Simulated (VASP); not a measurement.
Wanted: the native input for a VASP 6.6.1 run.

| Property | Result |
| --- | --- |
| Task | relaxation of cell and atoms |
| Functional | RPBE |
| Potentials or basis | VASP PAW PBE potentials, release 64 (Ga_d) |
| Cutoff | 600 eV |
| k mesh | 13 × 13 × 13 |
| Occupations | fermi-dirac, width 0.05 eV |
| Spin | no spin polarisation |
| Dipole correction | no |
| Further INCAR settings | ALGO = Normal; EDIFF = 1e-06; IBRION = 2; EDIFFG = -0.01; NSW = 60; ISIF = 3 |

The structure of Ga lies in POSCAR:

```
Ga
1.0
   -1.3843987196      1.3843987196      2.3112238365
    1.3843987196     -1.3843987196      2.3112238365
    1.3843987196      1.3843987196     -2.3112238365
Ga
1
Direct
    0.0000000000      0.0000000000      0.0000000000
```

One way to write it, as run:

INCAR

```
SYSTEM = Ga
  PREC = Accurate
  ENCUT = 600
  EDIFF = 1E-6
  ISMEAR = -1
  SIGMA = 0.05
  LREAL = .FALSE.
  LASPH = .TRUE.
  NELM = 60
  ALGO = Normal
  ISIF = 3
  LWAVE = .FALSE.
  LCHARG = .FALSE.
  GGA = RP
  IBRION = 2
  NSW = 60
  EDIFFG = -0.01
```

KPOINTS

```
regular mesh
0
G
  13 13 13
  0 0 0
```

Potentials or basis: VASP PAW PBE potentials, release 64 (Ga_d).

Run with:

```bash
$ cat potpaw_PBE.64/Ga_d/POTCAR > POTCAR
$ mpirun -np 1 vasp_std > vasp.out
```

Results of the run:

- Relaxed volume: 19.70 Å³/atom
- Relaxed cell: a = 3.089 Å, b = 3.089 Å, c = 3.089 Å, α = 123.28°, β = 123.28°, γ = 84.41°
- Space group after relaxing (to 0.1 Å): I4/mmm (No. 139)
- Energy gained by relaxing: 35.2 meV/atom
- Ionic steps: 19
- Pressure after relaxing: 0.0 GPa
- Band gap on the k mesh: zero (an odd number of electrons rules out a gap without spin polarisation)

Caveat: the PAW data sets were made with another functional, which shifts forces and pressure a little.

Wall time 8.2 min on 1 thread of AMD EPYC 7R13 (shared host), peak memory 0.15 GiB.
